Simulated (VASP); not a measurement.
Input of a VASP 6.6.1 run:

Contents of INCAR:

```
PREC = Accurate
ENCUT = 520
EDIFF = 1E-6
ISMEAR = 0
SIGMA = 0.1
LREAL = F
LASPH = T
NELM = 100
ALGO = Fast
ISIF = 2
LWAVE = F
LCHARG = F
LDIPOL = T
IDIPOL = 3
DIPOL = 0.5 0.5 0.500
GGA = PE
NBANDS = 54
```

File KPOINTS:

```
Automatic mesh
0
Gamma
  15 15 1
```

File POSCAR:

```
Rh
1.0
    2.7081750602      0.0000000000      0.0000000000
   -1.3540875301      2.3453484000      0.0000000000
    0.0000000000      0.0000000000     26.0560783861
Rh
6
Direct
    0.6666666667      0.3333333333      0.2897244465
    0.3333333333      0.6666666667      0.3729214571
    0.0000000000      0.0000000000      0.4571809917
    0.6666666667      0.3333333333      0.5428190127
    0.3333333333      0.6666666667      0.6270785533
    0.0000000000      0.0000000000      0.7102755387
```

Potentials or basis: VASP PAW PBE potentials, release 64 (Rh_pv).

Run with:

```console
$ cat potpaw_PBE.64/Rh_pv/POTCAR > POTCAR
$ mpirun -np 1 vasp_std > vasp.out
```

Task: What does it give for the band gap on the k mesh?

Result: Zero (bands 45 and 46 overlap by 1.63 eV).

Task: What does it give for the largest force?

Result: 0.011 eV/Å.

Forces on the atoms (eV/Å):
```
Rh   0.000  0.000 -0.011
Rh   0.000  0.000  0.010
Rh   0.000  0.000  0.004
Rh   0.000  0.000 -0.004
Rh   0.000  0.000 -0.010
Rh   0.000  0.000  0.011
```
